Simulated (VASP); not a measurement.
Runs of VASP 6.6.1 on Sr. The structure is that of space group Cmcm (No. 63), or close to it. The cells are those of the table. 

```tsv
cell	further INCAR settings	gap on the mesh (eV)	pressure (GPa)	largest force (eV/Å)
a = 3.894, b = 4.127, c = 7.360 Å, angles 90.0, 90.0, 118.1°, 2 atoms	ALGO = Fast; EDIFF = 1e-06; NBANDS = 17	none	0.2	0.05
a = 4.656, b = 3.984, c = 6.879 Å, angles 90.0, 90.0, 125.8°, 2 atoms	ALGO = Fast; EDIFF = 1e-06; NBANDS = 17	none	(a)	0.20
a = 4.607, b = 3.935, c = 7.039 Å, angles 90.0, 90.0, 125.8°, 2 atoms	ALGO = Fast; EDIFF = 1e-06; NBANDS = 17	none	0.2	0.18
a = 3.789, b = 4.259, c = 7.200 Å, angles 90.0, 90.0, 116.4°, 2 atoms	ALGO = Fast; EDIFF = 1e-06; NBANDS = 17	none	0.2	0.11
a = 4.649, b = 4.196, c = 6.397 Å, angles 90.0, 90.0, 123.6°, 2 atoms	ALGO = Fast; EDIFF = 1e-07; NBANDS = 17	none	0.3	0.20
```

Alike in all rows: task single point; level PBEsol; potentials or basis VASP PAW PBE potentials, release 64 (Sr_sv); no spin polarisation; k mesh 12 × 12 × 8; cutoff (eV) 520; smearing gaussian 0.15 eV.

Problem. Fill in the values left out.

Solution. (a) 0.1.

Caveats: the PAW data sets were made with another functional, which shifts forces and pressure a little.

A k mesh can miss the band edges, and the runs leave out spin-orbit coupling on Sr.

A gap of «none» marks levels without a gap at the run's occupations.
